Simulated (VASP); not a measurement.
# Ru (P6_3/mmc) in VASP: a series of runs

Ru is run at these levels: LDA; tasks: single point.

Everything below comes from runs of VASP 6.6.1. Logs are shortened: lines on timing, memory, paths and dates and some standing lists are left out, and cuts for length are marked.

## Step 1: The cell of the first run

It takes space group P6_3/mmc (No. 194, hexagonal). Conventional cell: a = 2.625 Å, b = 2.625 Å, c = 4.153 Å, α = 90.00°, β = 90.00°, γ = 120.00°. Within 3.4 Å of Ru (site symmetry -6m2) lie 12 Ru at 2.57 to 2.62 Å.

## Step 2: Single point, LDA (strain -0.030 along x and y, -0.030 along z)

Input file INCAR:

```
ALGO = Fast
EDIFF = 1E-6
ENCUT = 520
ISIF = 2
ISMEAR = 0
LASPH = True
LCHARG = False
LREAL = False
LWAVE = False
NBANDS = 21
NELM = 80
PREC = Accurate
SIGMA = 0.15
```

Input file KPOINTS:

```
k-points
0
Gamma
  21 21 12
```

Input file POSCAR:

```
Ru
1.0
    2.6246253542      0.0000000000      0.0000000000
   -1.3123126771      2.2729922322      0.0000000000
    0.0000000000      0.0000000000      4.1534430000
Ru
2
Direct
    0.3333333333      0.6666666667      0.2500000000
    0.6666666667      0.3333333333      0.7500000000
```

Potentials or basis: VASP PAW LDA potentials, release 64 (Ru_pv).

On the command line:

```
cat potpaw_LDA.64/Ru_pv/POTCAR > POTCAR
mpirun -np 1 vasp_std > vasp.out
```

OUTCAR:

```text
EDIFF = 1E-6
   ENCUT = 520
   ISIF = 2
   ISMEAR = 0
   LASPH = True
   LREAL = False
   NELM = 80
   PREC = Accurate

 ion  position               nearest neighbor table
   1  0.333  0.667  0.250-   2 2.57   2 2.57   2 2.57   2 2.57   2 2.57   2 2.57
   2  0.667  0.333  0.750-   1 2.57   1 2.57   1 2.57   1 2.57   1 2.57   1 2.57

  LATTYP: Found a hexagonal cell.
 ALAT       =     2.6246253542
 C/A-ratio  =     1.5824898564

  Lattice vectors:

 A1 = (   2.6246253542,   0.0000000000,   0.0000000000)
 A2 = (  -1.3123126771,   2.2729922322,   0.0000000000)
 A3 = (   0.0000000000,   0.0000000000,   4.1534430000)

Analysis of symmetry for initial positions (statically):
=====================================================================
 Subroutine PRICEL returns:
 Original cell was already a primitive cell.

 Routine SETGRP: Setting up the symmetry group for a
 hexagonal supercell.

 Subroutine GETGRP returns: Found 24 space group operations
 (whereof 12 operations were pure point group operations)
 out of a pool of 24 trial point group operations.

The static configuration has the point symmetry D_3d.
 The point group associated with its full space group is D_6h.

Analysis of symmetry for dynamics (positions and initial velocities):
=====================================================================
 Subroutine PRICEL returns:
 Original cell was already a primitive cell.

 Routine SETGRP: Setting up the symmetry group for a
 hexagonal supercell.

 Subroutine GETGRP returns: Found 24 space group operations
 (whereof 12 operations were pure point group operations)
 out of a pool of 24 trial point group operations.

The dynamic configuration has the point symmetry D_3d.
 The point group associated with its full space group is D_6h.

 Subroutine INISYM returns: Found 24 space group operations
 (whereof 12 operations are pure point group operations),
 and found     1 'primitive' translations

----------------------------------------------------------------------------------------

                                     Primitive cell

  volume of cell :      24.7784

  direct lattice vectors                    reciprocal lattice vectors
     2.624625354  0.000000000  0.000000000     0.381006759  0.219974355  0.000000000
    -1.312312677  2.272992232  0.000000000     0.000000000  0.439948710  0.000000000
     0.000000000  0.000000000  4.153443000     0.000000000  0.000000000  0.240764108

  length of vectors
     2.624625354  2.624625354  4.153443000     0.439948710  0.439948710  0.240764108

  position of ions in fractional coordinates (direct lattice)
     0.333333333  0.666666667  0.250000000
     0.666666667  0.333333333  0.750000000

  ion indices of the primitive-cell ions
   primitive index   ion index
                 1           1
                 2           2

----------------------------------------------------------------------------------------

 KPOINTS: k-points

Automatic generation of k-mesh.
 Grid dimensions read from file:
 generate k-points for:   21   21   12

 Generating k-lattice:

  Cartesian coordinates                     Fractional coordinates (reciprocal lattice)
     0.018143179  0.010474969  0.000000000     0.047619048  0.000000000  0.000000000
     0.000000000  0.020949939  0.000000000     0.000000000  0.047619048  0.000000000
     0.000000000  0.000000000  0.020063676     0.000000000  0.000000000  0.083333333

  Length of vectors
     0.020949939  0.020949939  0.020063676

  Shift w.r.t. Gamma in fractional coordinates (k-lattice)
     0.000000000  0.000000000  0.000000000

 Subroutine IBZKPT returns following result:
 ===========================================

 Found    336 irreducible k-points:

 Following reciprocal coordinates:
            Coordinates               Weight
  0.000000  0.000000  0.000000      1.000000
  0.047619  0.000000  0.000000      6.000000
  0.095238 -0.000000  0.000000      6.000000
  0.142857 -0.000000  0.000000      6.000000
  0.190476 -0.000000  0.000000      6.000000
  0.238095  0.000000  0.000000      6.000000
[... 16 lines left out ...]
  0.142857  0.095238  0.000000     12.000000
  0.190476  0.095238  0.000000     12.000000
 [... further k-points ...]
   k-points           NKPTS =    336   k-points in BZ     NKDIM =    336   number of bands    NBANDS=     21
   number of dos      NEDOS =    301   number of ions     NIONS =      2
   total plane-waves  NPLWV =  12800
   dimension x,y,z NGX =    20 NGY =   20 NGZ =   32
   dimension x,y,z NGXF=    40 NGYF=   40 NGZF=   64
   ions per type =               2
   NGX,Y,Z   is equivalent  to a cutoff of  12.67, 12.67, 12.81 a.u.
   NGXF,Y,Z  is equivalent  to a cutoff of  25.34, 25.34, 25.62 a.u.
 SYSTEM =  unknown system
   PREC   = accura    normal or accurate (medium, high low for compatibility)
   ISTART =      0    job   : 0-new  1-cont  2-samecut
   ICHARG =      2    charge: 1-file 2-atom 10-const
   ISPIN  =      1    spin polarized calculation?
   LNONCOLLINEAR =      F non collinear calculations
   LSORBIT =      F    spin-orbit coupling
   LASPH  =      T    aspherical Exc in radial PAW
   ENCUT  =  520.0 eV  38.22 Ry    6.18 a.u.   4.88  4.88  7.72*2*pi/ulx,y,z
   NELM   =     80;   NELMIN=  2; NELMDL= -5     # of ELM steps
   EDIFF  = 0.1E-05   stopping-criterion for ELM
   LREAL  =      F    real-space projection
   EDIFFG = 0.1E-04   stopping-criterion for IOM
   NSW    =      0    number of steps for IOM
   IBRION =     -1    ionic relax: 0-MD 1-quasi-New 2-CG
   NFREE  =      0    steps in history (QN), initial steepest desc. (CG)
   ISIF   =      2    stress and relaxation
   ISYM   =      2    0-nonsym 1-usesym 2-fastsym
   POTIM  = 0.5000    time-step for ionic-motion
   TEBEG  =    0.0;   TEEND  =   0.0 temperature during run
   PSTRESS=    0.0 pullay stress
   NELECT =      28.0000    total number of electrons
   NUPDOWN=      -1.0000    fix difference up-down
   EMIN   =  10.00;   EMAX   =-10.00  energy-range for DOS
   EFERMI =   0.00;   METHOD = LEGACY
   ISMEAR =     0;   SIGMA  =   0.15  broadening in eV -4-tet -1-fermi 0-gaus
   EFERMI_NEDOS =   21; number of points for ismear=-14 and -15
   IALGO  =     68    algorithm
   IMIX   =      4    mixing-type and parameters
     AMIX     =   0.40;   BMIX     =  1.00
     AMIX_MAG =   1.60;   BMIX_MAG =  1.00
  volume/ion in A,a.u.               =      12.39        83.61
  Fermi-wavevector in a.u.,A,eV,Ry     =   1.705178  3.222319 39.560725  2.907631
  Thomas-Fermi vector in A             =   2.784446
   LORBIT       =      0    0 simple, 1 ext, 2 COOP (PROOUT), +10 PAW based schemes
   GGA     = CA    functional components
   LHFCALC =     F    Hartree Fock is set to
   AEXX    =    0.0000 exact exchange contribution
   IVDW    =     0    specifies the selected vdW correction
   LEPSILON=     F    determine dielectric tensor
   LRPA    =     F    only Hartree local field effects (RPA)
 non-spin polarized calculation
 RMM-DIIS sequential band-by-band and
 Gauss-broadening in eV      SIGMA  =   0.15
  energy-cutoff  :      520.00
  volume of cell :       24.78
 maximum number of plane-waves:       699
 NGX is ok and might be reduce to    20
   NGX =  9   NGY =  9   NGZ = 15

 number of electron      27.9999997 magnetization

 Free energy of the ion-electron system (eV)
  ---------------------------------------------------
  ext. energy  EPLUGINS =         0.00000000
  ---------------------------------------------------
  free energy    TOTEN  =       -21.29248235 eV

  energy without entropy =      -21.27521832  energy(sigma->0) =      -21.28385034

 E-fermi :  14.4735     XC(G=0): -14.9489

 val. band max:       14.4700015048   @ k =   0.1905   0.0952   0.2500
 cond. band min:      14.4764323922   @ k =   0.2857   0.0000   0.0833
 fundamental gap:      0.0064308874
 Fermi energy:        14.4735307267

 k-point     1 :       0.0000    0.0000    0.0000
  band No.  band energies     occupation
      1     -29.4031      2.00000
      2     -28.1232      2.00000
      3     -28.1232      2.00000
      4     -27.8947      2.00000
      5     -27.8947      2.00000
      6     -27.8391      2.00000
[... 13 lines left out ...]
     20      24.3522      0.00000
     21      25.9150      0.00000

 k-point     2 :       0.0476    0.0000    0.0000
  band No.  band energies     occupation
      1     -29.3925      2.00000
      2     -28.1464      2.00000
      3     -28.1310      2.00000
      4     -27.9189      2.00000
      5     -27.8976      2.00000
      6     -27.8439      2.00000
[... 13 lines left out ...]
     20      24.3522      0.00000
     21      25.9029      0.00000

 k-point     3 :       0.0952   -0.0000    0.0000
  band No.  band energies     occupation
      1     -29.3611      2.00000
      2     -28.2139      2.00000
      3     -28.1534      2.00000
      4     -27.9888      2.00000
      5     -27.9066      2.00000
      6     -27.8585      2.00000
[... 13 lines left out ...]
     20      24.3522      0.00000
     21      25.8595      0.00000

 k-point     4 :       0.1429   -0.0000    0.0000
  band No.  band energies     occupation
      1     -29.3105      2.00000
      2     -28.3198      2.00000
      3     -28.1878      2.00000
      4     -28.0967      2.00000
      5     -27.9214      2.00000
      6     -27.8829      2.00000
[... 13 lines left out ...]
     20      24.3521      0.00000
     21      25.7728      0.00000

 k-point     5 :       0.1905   -0.0000    0.0000
  band No.  band energies     occupation
      1     -29.2427      2.00000
      2     -28.4543      2.00000
      3     -28.2310      2.00000
      4     -28.2304      2.00000
      5     -27.9411      2.00000
      6     -27.9171      2.00000
[... 13 lines left out ...]
     20      24.3521      0.00000
     21      25.6416      0.00000
[... 382 lines left out ...]
     20      26.4109      0.00000
     21      27.7282      0.00000

 k-point    22 :       0.0952    0.0952    0.0000
  band No.  band energies     occupation
      1     -29.2809      2.00000
      2     -28.3579      2.00000
      3     -28.2621      2.00000
      4     -28.1085      2.00000
      5     -27.9450      2.00000
      6     -27.8976      2.00000
[... 13 lines left out ...]
     20      24.3522      0.00000
     21      25.7233      0.00000

 k-point    23 :       0.1429    0.0952    0.0000
  band No.  band energies     occupation
      1     -29.2144      2.00000
      2     -28.4711      2.00000
      3     -28.3660      2.00000
      4     -28.1766      2.00000
      5     -27.9752      2.00000
      6     -27.9319      2.00000
[... 13 lines left out ...]
     20      24.3521      0.00000
     21      25.6070      0.00000

 k-point    24 :       0.1905    0.0952    0.0000
  band No.  band energies     occupation
      1     -29.1342      2.00000
      2     -28.6076      2.00000
      3     -28.4773      2.00000
      4     -28.2488      2.00000
      5     -28.0066      2.00000
      6     -27.9758      2.00000
[... 13 lines left out ...]
     20      24.3520      0.00000
     21      25.4834      0.00000

 [... further k-points ...]

------------------------ aborting loop because EDIFF is reached ----------------------------------------

  FORCE on cell =-STRESS in cart. coord.  units (eV):
  Direction    XX          YY          ZZ          XY          YZ          ZX
  --------------------------------------------------------------------------------------
  -------------------------------------------------------------------------------------
  Total        3.7491150      3.7491150      3.7535847      0.0000000      0.0000000      0.0000000
  in kB      242.4185318    242.4185318    242.7075446      0.0000000      0.0000000      0.0000000
  external PRESSURE =     242.5148694 kB  Pullay stress =       0.0000000 kB

 VOLUME and BASIS-vectors are now :
 -----------------------------------------------------------------------------
  energy-cutoff  :      520.00
  volume of cell :       24.78
      direct lattice vectors                 reciprocal lattice vectors
     2.624625354  0.000000000  0.000000000     0.381006759  0.219974355  0.000000000
    -1.312312677  2.272992232  0.000000000     0.000000000  0.439948710  0.000000000
     0.000000000  0.000000000  4.153443000     0.000000000  0.000000000  0.240764108

 POSITION                                       TOTAL-FORCE (eV/Angst)
 -----------------------------------------------------------------------------------
     -0.00000      1.51533      1.03836        -0.000000      0.000000      0.000000
      1.31231      0.75766      3.11508         0.000000     -0.000000      0.000000
 -----------------------------------------------------------------------------------
    total drift:                               -0.000000      0.000000     -0.000000

  FREE ENERGIE OF THE ION-ELECTRON SYSTEM (eV)
  ---------------------------------------------------
  free  energy   TOTEN  =       -21.2924823509 eV

  energy  without entropy=      -21.2752183213  energy(sigma->0) =      -21.28385034
```

Run time: 3.8 min. Hardware: 1 thread of Intel Xeon 8259CL, shared host; peak memory 0.24 GiB.

What came out:

```
Free energy            : -21.2925 eV
Pressure               : 24.3 GPa
Band gap on the k mesh : zero (bands 14 and 15 overlap by 3.69 eV)
```

Levels at points of the mesh, in eV from the Fermi level:
```
           k point  band 11  band 12  band 13  band 14  band 15  band 16  band 17  band 18
(0.00, 0.00, 0.00)    -2.81    -2.23    -2.23    -1.62    -1.62     1.35     1.35     1.41
(0.00, 0.00, 0.50)    -3.20    -3.20    -3.03    -3.03     0.63     0.63     0.63     0.63
```

Caveat: the cell differs from its parent crystal (strain -0.030 along x and y, -0.030 along z); the cell stands under pressure.

## Step 3: Single point, LDA (strain -0.030 along x and y, -0.015 along z)

Input file INCAR:

```
PREC = Accurate ; ENCUT = 520
EDIFF = 1E-7 ; ISMEAR = 0
SIGMA = 0.15 ; LREAL = F
LASPH = T ; NELM = 80
ALGO = Fast ; ISIF = 2
LWAVE = F ; LCHARG = F
GGA = CA ; NBANDS = 21
```

Input file KPOINTS:

```
Automatic mesh
0
Gamma
  21 21 12
```

POSCAR: that of step 2 with these lines changed.

```diff
@@ -4,3 +4,3 @@
    -1.3123126771      2.2729922322      0.0000000000
-    0.0000000000      0.0000000000      4.1534430000
+    0.0000000000      0.0000000000      4.2176715000
 Ru
```

Potentials or basis: VASP PAW LDA potentials, release 64 (Ru_pv).

On the command line:

```
cat potpaw_LDA.64/Ru_pv/POTCAR > POTCAR
mpirun -np 1 vasp_std > vasp.out
```

It took 3.8 min on 1 thread of Intel Xeon 8259CL, shared host; peak memory 0.24 GiB.

The run converged. Its results:

| Quantity | Value |
| --- | --- |
| Free energy | -21.3344 eV |
| Pressure | 17.0 GPa |
| Band gap on the k mesh | zero (bands 14 and 15 overlap by 3.50 eV) |

Stress tensor (GPa, compression positive):
```
20.10  0.00  0.00
 0.00 20.10  0.00
 0.00  0.00 10.79
```

Levels at points of the mesh, in eV from the Fermi level:
```
           k point  band 11  band 12  band 13  band 14  band 15  band 16  band 17  band 18
(0.00, 0.00, 0.00)    -2.91    -2.20    -2.20    -1.44    -1.44     1.20     1.33     1.33
(0.00, 0.00, 0.50)    -3.07    -3.07    -3.07    -3.07     0.61     0.61     0.61     0.61
```

Caveat: the cell differs from its parent crystal (strain -0.030 along x and y, -0.015 along z); the stress differs along the axes, from 11 to 20 GPa.

(Continued in part 2 of 2.)
